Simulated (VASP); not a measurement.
# Ag (P6_3/mmc) in VASP: further runs

Ag is run at these levels: LDA; tasks: single point, relaxation of cell and atoms.

All numbers are computed with VASP 6.6.1; they aren't measurements. Logs are shortened: lines on timing, memory, paths and dates and some standing lists are left out, and cuts for length are marked.

## (1) The cell of the first run

It takes space group P6_3/mmc (No. 194, hexagonal). Conventional cell: a = 2.817 Å, b = 2.817 Å, c = 9.318 Å, α = 90.00°, β = 90.00°, γ = 120.00°. Ag (site symmetry -6m2) has 12 Ag at 2.82 to 2.84 Å within 3.7 Å. Within 3.7 Å of Ag (site symmetry -3m) lie 12 Ag at 2.82 to 2.84 Å.

This isn't the form of Ag at room conditions, which is fcc.

## (2) Single point, LDA

INCAR

```
SYSTEM = Ag
ALGO = Normal
EDIFF = 1E-6
ENCUT = 520
ISIF = 2
ISMEAR = -1
LASPH = .True.
LCHARG = .True.
LELF = .True.
LREAL = .False.
LVHAR = .True.
LWAVE = .False.
NBANDS = 30
NELM = 80
PREC = Accurate
SIGMA = 0.1
```

KPOINTS

```
k-points
0
Gamma
  17 17 5
  0 0 0
```

POSCAR

```
Ag
1.0
    2.8168949102      0.0000000000      0.0000000000
   -1.4084474551      2.4395025520      0.0000000000
    0.0000000000      0.0000000000      9.3175807834
Ag
4
Direct
    0.3333333333      0.6666666667      0.2500000000
    0.6666666667      0.3333333333      0.7500000000
    1.0000000000      0.0000000000      0.0000000000
    1.0000000000      0.0000000000      0.5000000000
```

Potentials or basis: VASP PAW LDA potentials, release 64 (Ag).

Started as:

```console
$ cat potpaw_LDA.64/Ag/POTCAR > POTCAR
$ mpirun -np 1 vasp_std > vasp.out
```

OUTCAR:

```text
SYSTEM = Ag
   EDIFF = 1E-6
   ENCUT = 520
   ISIF = 2
   ISMEAR = -1
   LASPH = .True.
   LREAL = .False.
   NELM = 80
   PREC = Accurate

 ion  position               nearest neighbor table
   1  0.333  0.667  0.250-   3 2.84   4 2.84   3 2.84   4 2.84   3 2.84   4 2.84
   2  0.667  0.333  0.750-   3 2.84   4 2.84   3 2.84   4 2.84   3 2.84   4 2.84
   3  0.000  0.000  0.000-   1 2.84   2 2.84   1 2.84   2 2.84   2 2.84   1 2.84
   4  0.000  0.000  0.500-   1 2.84   2 2.84   1 2.84   2 2.84   2 2.84   1 2.84

  LATTYP: Found a hexagonal cell.
 ALAT       =     2.8168949102
 C/A-ratio  =     3.3077488087

  Lattice vectors:

 A1 = (   2.8168949102,   0.0000000000,   0.0000000000)
 A2 = (  -1.4084474551,   2.4395025520,   0.0000000000)
 A3 = (   0.0000000000,   0.0000000000,   9.3175807834)

Analysis of symmetry for initial positions (statically):
=====================================================================
 Subroutine PRICEL returns:
 Original cell was already a primitive cell.

 Routine SETGRP: Setting up the symmetry group for a
 hexagonal supercell.

 Subroutine GETGRP returns: Found 24 space group operations
 (whereof 12 operations were pure point group operations)
 out of a pool of 24 trial point group operations.

The static configuration has the point symmetry D_3d.
 The point group associated with its full space group is D_6h.

Analysis of symmetry for dynamics (positions and initial velocities):
=====================================================================
 Subroutine PRICEL returns:
 Original cell was already a primitive cell.

 Routine SETGRP: Setting up the symmetry group for a
 hexagonal supercell.

 Subroutine GETGRP returns: Found 24 space group operations
 (whereof 12 operations were pure point group operations)
 out of a pool of 24 trial point group operations.

The dynamic configuration has the point symmetry D_3d.
 The point group associated with its full space group is D_6h.

 Subroutine INISYM returns: Found 24 space group operations
 (whereof 12 operations are pure point group operations),
 and found     1 'primitive' translations

----------------------------------------------------------------------------------------

                                     Primitive cell

  volume of cell :      64.0288

  direct lattice vectors                    reciprocal lattice vectors
     2.816894910  0.000000000  0.000000000     0.355000819  0.204959818  0.000000000
    -1.408447455  2.439502552  0.000000000     0.000000000  0.409919637  0.000000000
     0.000000000  0.000000000  9.317580783     0.000000000  0.000000000  0.107323996

  length of vectors
     2.816894910  2.816894910  9.317580783     0.409919637  0.409919637  0.107323996

  position of ions in fractional coordinates (direct lattice)
     0.333333333  0.666666667  0.250000000
     0.666666667  0.333333333  0.750000000
     0.000000000  0.000000000  0.000000000
     0.000000000  0.000000000  0.500000000

  ion indices of the primitive-cell ions
   primitive index   ion index
                 1           1
                 2           2
                 3           3
                 4           4

----------------------------------------------------------------------------------------

 KPOINTS: k-points

Automatic generation of k-mesh.
 Grid dimensions read from file:
 generate k-points for:   17   17    5

 Generating k-lattice:

  Cartesian coordinates                     Fractional coordinates (reciprocal lattice)
     0.020882401  0.012056460  0.000000000     0.058823529  0.000000000  0.000000000
     0.000000000  0.024112920  0.000000000     0.000000000  0.058823529  0.000000000
     0.000000000  0.000000000  0.021464799     0.000000000  0.000000000  0.200000000

  Length of vectors
     0.024112920  0.024112920  0.021464799

  Shift w.r.t. Gamma in fractional coordinates (k-lattice)
     0.000000000  0.000000000  0.000000000

 Subroutine IBZKPT returns following result:
 ===========================================

 Found     99 irreducible k-points:

 Following reciprocal coordinates:
            Coordinates               Weight
  0.000000  0.000000  0.000000      1.000000
  0.058824 -0.000000  0.000000      6.000000
  0.117647 -0.000000  0.000000      6.000000
  0.176471 -0.000000  0.000000      6.000000
  0.235294 -0.000000  0.000000      6.000000
  0.294118 -0.000000  0.000000      6.000000
[... 16 lines left out ...]
  0.411765  0.117647  0.000000     12.000000
  0.176471  0.176471  0.000000      6.000000
 [... further k-points ...]
   k-points           NKPTS =     99   k-points in BZ     NKDIM =     99   number of bands    NBANDS=     30
   number of dos      NEDOS =    301   number of ions     NIONS =      4
   total plane-waves  NPLWV =  40320
   dimension x,y,z NGX =    24 NGY =   24 NGZ =   70
   dimension x,y,z NGXF=    48 NGYF=   48 NGZF=  140
   ions per type =               4
   NGX,Y,Z   is equivalent  to a cutoff of  14.16, 14.16, 12.49 a.u.
   NGXF,Y,Z  is equivalent  to a cutoff of  28.33, 28.33, 24.98 a.u.
 SYSTEM =  Ag
   PREC   = accura    normal or accurate (medium, high low for compatibility)
   ISTART =      0    job   : 0-new  1-cont  2-samecut
   ICHARG =      2    charge: 1-file 2-atom 10-const
   ISPIN  =      1    spin polarized calculation?
   LNONCOLLINEAR =      F non collinear calculations
   LSORBIT =      F    spin-orbit coupling
   LASPH  =      T    aspherical Exc in radial PAW
   ENCUT  =  520.0 eV  38.22 Ry    6.18 a.u.   5.24  5.24 17.32*2*pi/ulx,y,z
   NELM   =     80;   NELMIN=  2; NELMDL= -5     # of ELM steps
   EDIFF  = 0.1E-05   stopping-criterion for ELM
   LREAL  =      F    real-space projection
   EDIFFG = 0.1E-04   stopping-criterion for IOM
   NSW    =      0    number of steps for IOM
   IBRION =     -1    ionic relax: 0-MD 1-quasi-New 2-CG
   NFREE  =      0    steps in history (QN), initial steepest desc. (CG)
   ISIF   =      2    stress and relaxation
   ISYM   =      2    0-nonsym 1-usesym 2-fastsym
   POTIM  = 0.5000    time-step for ionic-motion
   TEBEG  =    0.0;   TEEND  =   0.0 temperature during run
   PSTRESS=    0.0 pullay stress
   NELECT =      44.0000    total number of electrons
   NUPDOWN=      -1.0000    fix difference up-down
   EMIN   =  10.00;   EMAX   =-10.00  energy-range for DOS
   EFERMI =   0.00;   METHOD = LEGACY
   ISMEAR =    -1;   SIGMA  =   0.10  broadening in eV -4-tet -1-fermi 0-gaus
   EFERMI_NEDOS =   21; number of points for ismear=-14 and -15
   IALGO  =     38    algorithm
   IMIX   =      4    mixing-type and parameters
     AMIX     =   0.40;   BMIX     =  1.00
     AMIX_MAG =   1.60;   BMIX_MAG =  1.00
  volume/ion in A,a.u.               =      16.01       108.02
  Fermi-wavevector in a.u.,A,eV,Ry     =   1.444666  2.730022 28.396161  2.087059
  Thomas-Fermi vector in A             =   2.562935
   LORBIT       =      0    0 simple, 1 ext, 2 COOP (PROOUT), +10 PAW based schemes
   GGA     = CA    functional components
   LHFCALC =     F    Hartree Fock is set to
   AEXX    =    0.0000 exact exchange contribution
   IVDW    =     0    specifies the selected vdW correction
   LEPSILON=     F    determine dielectric tensor
   LRPA    =     F    only Hartree local field effects (RPA)
 non-spin polarized calculation
  energy-cutoff  :      520.00
  volume of cell :       64.03
 maximum number of plane-waves:      1742
 NGX is ok and might be reduce to    24
   NGX = 11   NGY = 11   NGZ = 35

 number of electron      43.9999997 magnetization

 Free energy of the ion-electron system (eV)
  ---------------------------------------------------
  ext. energy  EPLUGINS =         0.00000000
  ---------------------------------------------------
  free energy    TOTEN  =       -15.13410764 eV

  energy without entropy =      -15.10140484  energy(sigma->0) =      -15.11775624

 E-fermi :   9.1582     XC(G=0): -12.9586

 val. band max:        9.0940350817   @ k =   0.4706   0.0588   0.2000
 cond. band min:       9.1592806321   @ k =   0.1176   0.1176   0.4000
 fundamental gap:      0.0652455504
 Fermi energy:         9.1581712908

 k-point     1 :       0.0000    0.0000    0.0000
  band No.  band energies     occupation
      1       0.7621      2.00000
      2       2.1944      2.00000
      3       2.1969      2.00000
      4       2.2383      2.00000
      5       3.9870      2.00000
      6       4.0432      2.00000
[... 22 lines left out ...]
     29      24.9561      0.00000
     30      25.9377      0.00000

 k-point     2 :       0.0588   -0.0000    0.0000
  band No.  band energies     occupation
      1       0.8649      2.00000
      2       2.2867      2.00000
      3       2.2877      2.00000
      4       2.3052      2.00000
      5       3.9676      2.00000
      6       3.9890      2.00000
[... 22 lines left out ...]
     29      24.9601      0.00000
     30      25.7096      0.00000

 k-point     3 :       0.1176   -0.0000    0.0000
  band No.  band energies     occupation
      1       1.1631      2.00000
      2       2.4808      2.00000
      3       2.5403      2.00000
      4       2.5432      2.00000
      5       3.7231      2.00000
      6       3.8865      2.00000
[... 22 lines left out ...]
     29      24.6529      0.00000
     30      24.8162      0.00000

 k-point     4 :       0.1765   -0.0000    0.0000
  band No.  band energies     occupation
      1       1.6180      2.00000
      2       2.6802      2.00000
      3       2.8422      2.00000
      4       2.8755      2.00000
      5       3.4707      2.00000
      6       3.6305      2.00000
[... 22 lines left out ...]
     29      23.2452      0.00000
     30      23.2668      0.00000

 k-point     5 :       0.2353   -0.0000    0.0000
  band No.  band energies     occupation
      1       2.1244      2.00000
      2       2.7407      2.00000
      3       2.9053      2.00000
      4       3.0480      2.00000
      5       3.3502      2.00000
      6       3.4218      2.00000
[... 22 lines left out ...]
     29      21.4462      0.00000
     30      21.6996      0.00000
[... 526 lines left out ...]
     29      19.1766      0.00000
     30      21.4960      0.00000

 k-point    22 :       0.3529    0.1176    0.0000
  band No.  band energies     occupation
      1       2.4782      2.00000
      2       2.4935      2.00000
      3       2.6123      2.00000
      4       3.0701      2.00000
      5       3.1333      2.00000
      6       3.3887      2.00000
[... 22 lines left out ...]
     29      18.5698      0.00000
     30      20.3732      0.00000

 k-point    23 :       0.4118    0.1176    0.0000
  band No.  band energies     occupation
      1       2.3911      2.00000
      2       2.4387      2.00000
      3       2.5424      2.00000
      4       2.9995      2.00000
      5       3.0765      2.00000
      6       3.3768      2.00000
[... 22 lines left out ...]
     29      18.1631      0.00000
     30      18.9519      0.00000

 k-point    24 :       0.1765    0.1765    0.0000
  band No.  band energies     occupation
      1       2.8577      2.00000
      2       2.9413      2.00000
      3       3.0088      2.00000
      4       3.1953      2.00000
      5       3.3128      2.00000
      6       3.3431      2.00000
[... 22 lines left out ...]
     29      20.5830      0.00000
     30      20.7797      0.00000

 [... further k-points ...]
[... 5 lines left out ...]
  --------------------------------------------------------------------------------------
  -------------------------------------------------------------------------------------
  Total        0.1684170      0.1684170     -0.0609612      0.0000000     -0.0000000     -0.0000000
  in kB        4.2142619      4.2142619     -1.5254176      0.0000000     -0.0000000     -0.0000000
  external PRESSURE =       2.3010354 kB  Pullay stress =       0.0000000 kB

 VOLUME and BASIS-vectors are now :
 -----------------------------------------------------------------------------
  energy-cutoff  :      520.00
  volume of cell :       64.03
      direct lattice vectors                 reciprocal lattice vectors
     2.816894910  0.000000000  0.000000000     0.355000819  0.204959818  0.000000000
    -1.408447455  2.439502552  0.000000000     0.000000000  0.409919637  0.000000000
     0.000000000  0.000000000  9.317580783     0.000000000  0.000000000  0.107323996

 POSITION                                       TOTAL-FORCE (eV/Angst)
 -----------------------------------------------------------------------------------
     -0.00000      1.62634      2.32940         0.000000     -0.000000      0.000000
      1.40845      0.81317      6.98819        -0.000000     -0.000000     -0.000000
      0.00000      0.00000      0.00000         0.000000      0.000000     -0.000000
      0.00000      0.00000      4.65879         0.000000      0.000000     -0.000000
 -----------------------------------------------------------------------------------
    total drift:                               -0.000000      0.000000      0.000000

  FREE ENERGIE OF THE ION-ELECTRON SYSTEM (eV)
  ---------------------------------------------------
  free  energy   TOTEN  =       -15.1341076355 eV

  energy  without entropy=      -15.1014048352  energy(sigma->0) =      -15.11775624
```

Wall time 65 s (1 thread of Intel Xeon Platinum 8559C (Emerald Rapids), shared host); peak memory 0.26 GiB.

What came out:

| Item | Value |
| --- | --- |
| Free energy | -15.1341 eV |
| Pressure | 0.2 GPa |
| Band gap on the k mesh | zero (bands 22 and 23 overlap by 6.26 eV) |

Stress tensor (GPa, compression positive):
```
 0.42  0.00  0.00
 0.00  0.42  0.00
 0.00  0.00 -0.15
```

## (3) Relaxation of cell and atoms, LDA

This run uses another cell than the first one, of 18.04 Å³/atom.

INCAR

```
SYSTEM = Ag
  PREC = Accurate
  ENCUT = 600
  EDIFF = 1E-6
  ISMEAR = -1
  SIGMA = 0.1
  LREAL = .False.
  LASPH = .True.
  NELM = 60
  ALGO = Normal
  ISIF = 3
  LWAVE = .False.
  LCHARG = .False.
  IBRION = 2
  NSW = 80
  EDIFFG = -0.01
```

KPOINTS

```
Automatic mesh
0
Gamma
  13 13 3
  0 0 0
```

POSCAR

```
Ag
1.0
    2.8861989086      0.0000000000      0.0000000000
   -1.4430994543      2.4995215753      0.0000000000
    0.0000000000      0.0000000000     10.0000000000
Ag
4
Direct
    0.3333333333      0.6666666667      0.2500000000
    0.6666666667      0.3333333333      0.7500000000
    0.0000000000      0.0000000000      0.0000000000
    0.0000000000      0.0000000000      0.5000000000
```

Potentials or basis: VASP PAW LDA potentials, release 64 (Ag).

Started as:

```console
$ cat potpaw_LDA.64/Ag/POTCAR > POTCAR
$ mpirun -np 1 vasp_std > vasp.out
```

Wall time 2.8 min (1 thread of Intel Xeon Platinum 8559C (Emerald Rapids), shared host); peak memory 0.23 GiB.

The run converged. Its results:

| Quantity | Value |
| --- | --- |
| Free energy | -15.1439 eV |
| Relaxed volume | 16.03 Å³/atom |
| Relaxed cell | a = 2.818 Å, b = 2.818 Å, c = 9.327 Å, α = 90.00°, β = 90.00°, γ = 120.00° |
| Space group after relaxing (to 0.1 Å) | P6_3/mmc (No. 194) |
| Energy gained by relaxing | 88.1 meV/atom |
| Ionic steps | 8 |
| Pressure after relaxing | 0.0 GPa |
| Band gap on the k mesh | zero (bands 22 and 23 overlap by 6.71 eV) |

Stress tensor (GPa, compression positive):
```
 0.02  0.00  0.00
 0.00  0.02  0.00
 0.00  0.00 -0.07
```

The path:
| step | energy change (eV) | largest force (eV/Å) | pressure (GPa) | volume (Å³) |
| --- | --- | --- | --- | --- |
| 1 | 0.0000 | 0.0000 | -11.29 | 72.14 |
| 2 | -0.1721 | 0.0000 | 12.51 | 59.66 |
| 3 | -0.3277 | 0.0000 | 0.19 | 64.19 |
| 4 | -0.3277 | 0.0000 | 0.55 | 64.04 |
| 5 | -0.3498 | 0.0000 | 0.57 | 63.88 |
| 6 | -0.3516 | 0.0000 | 0.67 | 63.82 |
| 7 | -0.3516 | 0.0000 | -0.68 | 64.43 |
| 8 | -0.3523 | 0.0000 | -0.01 | 64.13 |

Final structure:
```yaml
crystal:
  lattice:
    - [2.81768, 0.00000, 0.00000]
    - [-1.40884, 2.44018, 0.00000]
    - [0.00000, 0.00000, 9.32674]
  atoms:
    - { symbol: Ag, position: [0.33333, 0.66667, 0.25000] }
    - { symbol: Ag, position: [0.66667, 0.33333, 0.75000] }
    - { symbol: Ag, position: [0.00000, 0.00000, 0.00000] }
    - { symbol: Ag, position: [0.00000, 0.00000, 0.50000] }
```

Levels at points of the mesh, in eV from the Fermi level:
```
           k point  band 19  band 20  band 21  band 22  band 23  band 24  band 25  band 26
(0.00, 0.00, 0.00)    -3.83    -3.60    -3.60    -3.17    -3.17    -0.86     3.58    11.13
```

LDA usually gives volumes a few per cent too small. Zero-point motion and thermal expansion aren't in these numbers.

The gap in the log of VASP goes by the Fermi energy; the results here count the filled bands.